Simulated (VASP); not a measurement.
# TiB in VASP: a series of runs

Runs on TiB. Level: r2SCAN. Tasks: relaxation of cell and atoms, single point.

Program: VASP 6.6.1. These are calculated values, not measurements. Logs are shortened: lines on timing, memory, paths and dates and some standing lists are left out, and cuts for length are marked.

## 1. The cell of the first run

Symmetry: F-43m, No. 216, cubic system. The conventional cell has a = 4.593 Å, b = 4.593 Å, c = 4.593 Å, α = 90.00°, β = 90.00°, γ = 90.00°. Within 2.6 Å of Ti (site symmetry -43m) lie 4 B at 1.99 Å. Within 2.6 Å of B (site symmetry -43m) lie 4 Ti at 1.99 Å.

## 2. Relaxation of cell and atoms, r2SCAN, target pressure 40 GPa, at which the enthalpy is minimised

POSCAR reads:

```
TiB
1.0
    0.0000000000      2.2962706048      2.2962706048
    2.2962706048      0.0000000000      2.2962706048
    2.2962706048      2.2962706048      0.0000000000
Ti B
1 1
Direct
    0.7500000000      0.7500000000      0.7500000000
    0.0000000000      0.0000000000      0.0000000000
```

INCAR.step1 reads:

```
ALGO = Normal
EDIFF = 1E-4
ENCUT = 600
GGA = PE
ISMEAR = 0
LASPH = True
LCHARG = False
LREAL = False
LWAVE = True
NELM = 60
PREC = Accurate
SIGMA = 0.1
```

INCAR.step2 reads:

```
ALGO = Normal
EDIFF = 1E-6
EDIFFG = -0.008
ENCUT = 600
IBRION = 2
ISIF = 3
ISMEAR = 0
ISTART = 1
LASPH = True
LCHARG = False
LMIXTAU = True
LREAL = False
LWAVE = False
METAGGA = R2SCAN
NELM = 60
NSW = 70
PREC = Accurate
PSTRESS = 400.0
SIGMA = 0.1
```

KPOINTS reads:

```
k-points
0
Gamma
  16 16 16
```

Potentials or basis: VASP PAW PBE potentials, release 64 (Ti_sv, B).

Run with:

```
$ cat potpaw_PBE.64/Ti_sv/POTCAR potpaw_PBE.64/B/POTCAR > POTCAR
$ cp INCAR.step1 INCAR
$ mpirun -np 1 vasp_std > vasp.out
$ cp INCAR.step2 INCAR
$ mpirun -np 1 vasp_std > vasp.out
```

OUTCAR:

```text
EDIFF = 1E-6
   EDIFFG = -0.008
   ENCUT = 600
   IBRION = 2
   ISIF = 3
   ISMEAR = 0
   ISTART = 1
   LASPH = True
   LREAL = False
   METAGGA = R2SCAN
   NELM = 60
   NSW = 70
   PREC = Accurate
   PSTRESS = 400.0

 ion  position               nearest neighbor table
   1  0.750  0.750  0.750-   2 1.99   2 1.99   2 1.99   2 1.99
   2  0.000  0.000  0.000-   1 1.99   1 1.99   1 1.99   1 1.99

  LATTYP: Found a face centered cubic cell.
 ALAT       =     4.5925412096

  Lattice vectors:

 A1 = (   0.0000000000,   2.2962706048,   2.2962706048)
 A2 = (   2.2962706048,   0.0000000000,   2.2962706048)
 A3 = (   2.2962706048,   2.2962706048,   0.0000000000)

Analysis of symmetry for initial positions (statically):
=====================================================================
 Subroutine PRICEL returns:
 Original cell was already a primitive cell.

 Routine SETGRP: Setting up the symmetry group for a
 face centered cubic supercell.

 Subroutine GETGRP returns: Found 24 space group operations
 (whereof 24 operations were pure point group operations)
 out of a pool of 48 trial point group operations.

The static configuration has the point symmetry T_d .

Analysis of symmetry for dynamics (positions and initial velocities):
=====================================================================
 Subroutine PRICEL returns:
 Original cell was already a primitive cell.

 Routine SETGRP: Setting up the symmetry group for a
 face centered cubic supercell.

 Subroutine GETGRP returns: Found 24 space group operations
 (whereof 24 operations were pure point group operations)
 out of a pool of 48 trial point group operations.

The dynamic configuration has the point symmetry T_d .

 Subroutine INISYM returns: Found 24 space group operations
 (whereof 24 operations are pure point group operations),
 and found     1 'primitive' translations

----------------------------------------------------------------------------------------

                                     Primitive cell

  volume of cell :      24.2158

  direct lattice vectors                    reciprocal lattice vectors
     0.000000000  2.296270605  2.296270605    -0.217744372  0.217744372  0.217744372
     2.296270605  0.000000000  2.296270605     0.217744372 -0.217744372  0.217744372
     2.296270605  2.296270605  0.000000000     0.217744372  0.217744372 -0.217744372

  length of vectors
     3.247417032  3.247417032  3.247417032     0.377144315  0.377144315  0.377144315

  position of ions in fractional coordinates (direct lattice)
     0.750000000  0.750000000  0.750000000
     0.000000000  0.000000000  0.000000000

  ion indices of the primitive-cell ions
   primitive index   ion index
                 1           1
                 2           2

----------------------------------------------------------------------------------------

 KPOINTS: k-points

Automatic generation of k-mesh.
 Grid dimensions read from file:
 generate k-points for:   16   16   16

 Generating k-lattice:

  Cartesian coordinates                     Fractional coordinates (reciprocal lattice)
    -0.013609023  0.013609023  0.013609023     0.062500000  0.000000000  0.000000000
     0.013609023 -0.013609023  0.013609023     0.000000000  0.062500000  0.000000000
     0.013609023  0.013609023 -0.013609023     0.000000000  0.000000000  0.062500000

  Length of vectors
     0.023571520  0.023571520  0.023571520

  Shift w.r.t. Gamma in fractional coordinates (k-lattice)
     0.000000000  0.000000000  0.000000000

 Subroutine IBZKPT returns following result:
 ===========================================

 Found    145 irreducible k-points:

 Following reciprocal coordinates:
            Coordinates               Weight
  0.000000  0.000000  0.000000      1.000000
  0.062500  0.000000  0.000000      8.000000
  0.125000  0.000000  0.000000      8.000000
  0.187500  0.000000  0.000000      8.000000
  0.250000  0.000000  0.000000      8.000000
  0.312500  0.000000  0.000000      8.000000
[... 16 lines left out ...]
 -0.125000  0.062500  0.000000     24.000000
 -0.062500  0.062500  0.000000     12.000000
 [... further k-points ...]
   k-points           NKPTS =    145   k-points in BZ     NKDIM =    145   number of bands    NBANDS=     11
   number of dos      NEDOS =    301   number of ions     NIONS =      2
   total plane-waves  NPLWV =  21952
   dimension x,y,z NGX =    28 NGY =   28 NGZ =   28
   dimension x,y,z NGXF=    56 NGYF=   56 NGZF=   56
   ions per type =               1   1
   NGX,Y,Z   is equivalent  to a cutoff of  14.33, 14.33, 14.33 a.u.
   NGXF,Y,Z  is equivalent  to a cutoff of  28.67, 28.67, 28.67 a.u.
 SYSTEM =  unknown system
   PREC   = accura    normal or accurate (medium, high low for compatibility)
   ISTART =      1    job   : 0-new  1-cont  2-samecut
   ICHARG =      0    charge: 1-file 2-atom 10-const
   ISPIN  =      1    spin polarized calculation?
   LNONCOLLINEAR =      F non collinear calculations
   LSORBIT =      F    spin-orbit coupling
   LASPH  =      T    aspherical Exc in radial PAW
   ENCUT  =  600.0 eV  44.10 Ry    6.64 a.u.   6.49  6.49  6.49*2*pi/ulx,y,z
   NELM   =     60;   NELMIN=  2; NELMDL=  0     # of ELM steps
   EDIFF  = 0.1E-05   stopping-criterion for ELM
   LREAL  =      F    real-space projection
   EDIFFG = -.8E-02   stopping-criterion for IOM
   NSW    =     70    number of steps for IOM
   IBRION =      2    ionic relax: 0-MD 1-quasi-New 2-CG
   NFREE  =      1    steps in history (QN), initial steepest desc. (CG)
   ISIF   =      3    stress and relaxation
   ISYM   =      2    0-nonsym 1-usesym 2-fastsym
   POTIM  = 0.5000    time-step for ionic-motion
   TEBEG  =    0.0;   TEEND  =   0.0 temperature during run
   PSTRESS=  400.0 pullay stress
   NELECT =      15.0000    total number of electrons
   NUPDOWN=      -1.0000    fix difference up-down
   EMIN   =  10.00;   EMAX   =-10.00  energy-range for DOS
   EFERMI =   0.00;   METHOD = LEGACY
   ISMEAR =     0;   SIGMA  =   0.10  broadening in eV -4-tet -1-fermi 0-gaus
   EFERMI_NEDOS =   21; number of points for ismear=-14 and -15
   IALGO  =     38    algorithm
   IMIX   =      4    mixing-type and parameters
     AMIX     =   0.40;   BMIX     =  1.00
     AMIX_MAG =   1.60;   BMIX_MAG =  1.00
  volume/ion in A,a.u.               =      12.11        81.71
  Fermi-wavevector in a.u.,A,eV,Ry     =   1.395529  2.637167 26.497361  1.947501
  Thomas-Fermi vector in A             =   2.518972
   LORBIT       =      0    0 simple, 1 ext, 2 COOP (PROOUT), +10 PAW based schemes
   METAGGA = R2SCAN    functional components
   LHFCALC =     F    Hartree Fock is set to
   AEXX    =    0.0000 exact exchange contribution
   IVDW    =     0    specifies the selected vdW correction
   LEPSILON=     F    determine dielectric tensor
   LRPA    =     F    only Hartree local field effects (RPA)
 conjugate gradient relaxation of ions
 non-spin polarized calculation
 Gauss-broadening in eV      SIGMA  =   0.10
  energy-cutoff  :      600.00
  volume of cell :       24.22
 maximum number of plane-waves:       869
 NGX is ok and might be reduce to    28
   NGX = 13   NGY = 13   NGZ = 13

--------------------------------------- Ionic step        1  -------------------------------------------

 number of electron      15.0000000 magnetization

 Free energy of the ion-electron system (eV)
  ---------------------------------------------------
  ext. energy  EPLUGINS =         0.00000000
  ---------------------------------------------------
  free energy    TOTEN  =       -18.32659453 eV

  energy without entropy =      -18.31931349  energy(sigma->0) =      -18.32295401

------------------------ aborting loop because EDIFF is reached ----------------------------------------

  FORCE on cell =-STRESS in cart. coord.  units (eV):
  Direction    XX          YY          ZZ          XY          YZ          ZX
  --------------------------------------------------------------------------------------
  -------------------------------------------------------------------------------------
  Total        5.4587847      5.4587847      5.4587847      0.0000000      0.0000000      0.0000000
  in kB      361.1664097    361.1664097    361.1664097      0.0000000      0.0000000      0.0000000
  external PRESSURE =     -38.8335903 kB  Pullay stress =     400.0000000 kB
[... 61 lines left out ...]
  enthalpy is  TOTEN    =       -12.2747039963 eV   P V=        5.7925627802

--------------------------------------- Ionic step        3  -------------------------------------------

 number of electron      15.0000002 magnetization

 Free energy of the ion-electron system (eV)
  ---------------------------------------------------
  ext. energy  EPLUGINS =         0.00000000
  ---------------------------------------------------
  free energy    TOTEN  =       -18.22869809 eV

  energy without entropy =      -18.22156690  energy(sigma->0) =      -18.22513249

 E-fermi :   6.7224     XC(G=0): -12.2920

 val. band max:        6.7202772595   @ k =   0.4375   0.2500   0.0000
 cond. band min:       6.7309910267   @ k =   0.5000   0.3750   0.0625
 fundamental gap:      0.0107137672
 Fermi energy:         6.7224170833

 k-point     1 :       0.0000    0.0000    0.0000
  band No.  band energies     occupation
      1     -50.9722      2.00000
      2     -26.1421      2.00000
      3     -26.1421      2.00000
      4     -26.1421      2.00000
      5      -2.2197      2.00000
      6       5.2581      2.00000
      7       5.2581      2.00000
      8       5.2581      2.00000
      9       9.7756      0.00000
     10       9.7756      0.00000
     11      17.3941      0.00000
[... 309 lines left out ...]
 k-point    24 :      -0.0625    0.0625    0.0000
  band No.  band energies     occupation
      1     -50.9680      2.00000
      2     -26.1748      2.00000
      3     -26.1526      2.00000
      4     -26.1451      2.00000
      5      -1.9912      2.00000
      6       5.1095      2.00000
      7       5.3527      2.00000
      8       5.3663      2.00000
      9       9.6167      0.00000
     10       9.7742      0.00000
     11      17.2431      0.00000

 [... further k-points ...]

------------------------ aborting loop because EDIFF is reached ----------------------------------------

  FORCE on cell =-STRESS in cart. coord.  units (eV):
  Direction    XX          YY          ZZ          XY          YZ          ZX
  --------------------------------------------------------------------------------------
  -------------------------------------------------------------------------------------
  Total        5.9392399      5.9392399      5.9392399     -0.0000000      0.0000000      0.0000000
  in kB      399.7638908    399.7638908    399.7638908     -0.0000000      0.0000000      0.0000000
  external PRESSURE =      -0.2361092 kB  Pullay stress =     400.0000000 kB
[... 17 lines left out ...]
  FREE ENERGIE OF THE ION-ELECTRON SYSTEM (eV)
  ---------------------------------------------------
  free  energy   TOTEN  =       -18.2286980851 eV

  energy  without entropy=      -18.2215668952  energy(sigma->0) =      -18.22513249

  enthalpy is  TOTEN    =       -12.2859503130 eV   P V=        5.9427477721

 reached required accuracy - stopping structural energy minimisation
```

Wall time 7 min (1 thread of Intel Xeon Platinum 8488C (Sapphire Rapids), shared host); peak memory 0.21 GiB.

What came out:

- Free energy: -18.2287 eV
- Relaxed volume: 11.90 Å³/atom
- Relaxed cell: a = 3.229 Å, b = 3.229 Å, c = 3.229 Å, α = 60.00°, β = 60.00°, γ = 60.00°
- Space group after relaxing (to 0.1 Å): F-43m (No. 216)
- Energy change on relaxing (the run minimises the enthalpy): +48.9 meV/atom
- Ionic steps: 3
- Pressure after relaxing: 40.0 GPa
- Band gap on the k mesh: zero (an odd number of electrons rules out a gap without spin polarisation)

Step by step:
```
step  energy change (eV)  largest force (eV/Å)  pressure (GPa)  volume (Å³)
   1              0.0000                0.0000           36.12        24.22
   2              0.2593                0.0000           46.13        23.20
   3              0.0979                0.0000           39.98        23.80
```

Final structure:
```xyz
2
Lattice="0.0000 2.2832 2.2832 2.2832 0.0000 2.2832 2.2832 2.2832 0.0000" Properties=species:S:1:pos:R:3 pbc="T T T"
Ti    3.4247    3.4247    3.4247
B     0.0000    0.0000    0.0000
```

Levels at points of the mesh, in eV from the Fermi level:
```
           k point  band 4  band 5  band 6  band 7  band 8  band 9  band 10  band 11
(0.00, 0.00, 0.00)  -32.86   -8.94   -1.46   -1.46   -1.46    3.05     3.05    10.67
(0.50, 0.00, 0.00)  -32.92   -6.05   -2.65   -0.84   -0.84    3.64     3.64     4.68
(0.50, 0.50, 0.00)  -33.00   -5.00   -3.71    0.86    1.29    1.29     4.15     5.10
```

Caveat: the cell is relaxed towards a set pressure, so the run minimises the enthalpy, not the energy; the PAW data sets were made with another functional, which shifts forces and pressure a little.

[end of part 1 of 2]
